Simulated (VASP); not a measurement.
Set up this calculation in VASP 6.6.1, as the native input.

- Task: single point
- Functional: PBE
- Potentials or basis: VASP PAW PBE potentials, release 64 (Ti_sv)
- Cutoff: 520 eV
- k mesh: 10 × 6 × 1
- Occupations: gaussian, width 0.1 eV
- Spin: no spin polarisation
- Dipole correction: yes
- Further INCAR settings: ALGO = Normal; EDIFF = 1e-06; NBANDS = 45

The structure of Ti lies in POSCAR:

```
Ti
1.0
    2.9381632083      0.0000000000      0.0000000000
    0.0000000000      4.6504654183      0.0000000000
    0.0000000000      0.0000000000     19.9372226174
Ti
6
Direct
    0.0000000000      0.7500000000      0.3511020634
    0.5000000000      0.2500000000      0.3936443310
    0.5000000000      0.7500000000      0.4787288662
    0.0000000000      0.2500000000      0.5199867417
    0.0000000000      0.7500000000      0.6010561401
    0.5000000000      0.2500000000      0.6412239242
```

One way to write it, as run:

INCAR

```
  PREC = Accurate
  ENCUT = 520
  EDIFF = 1E-6
  ISMEAR = 0
  SIGMA = 0.1
  LREAL = False
  LASPH = True
  NELM = 80
  ALGO = Normal
  ISIF = 2
  LWAVE = False
  LCHARG = False
  LDIPOL = True
  IDIPOL = 3
  DIPOL = 0.5 0.5 0.498
  GGA = PE
  NBANDS = 45
```

KPOINTS

```
regular mesh
0
Gamma
  10 6 1
```

Potentials or basis: VASP PAW PBE potentials, release 64 (Ti_sv).

Launch:

```bash
$ cat potpaw_PBE.64/Ti_sv/POTCAR > POTCAR
$ mpirun -np 1 vasp_std > vasp.out
```

It gave:

```
Largest force          : 0.398 eV/Å
Band gap on the k mesh : zero (band 36 reaches 1.20 eV, above the bottom of band 37 at 0.84 eV)
```

Run time: 5.9 min on 1 thread of Intel(R) Xeon(R) 6975P-C (Granite Rapids) (shared host), peak memory 0.47 GiB.
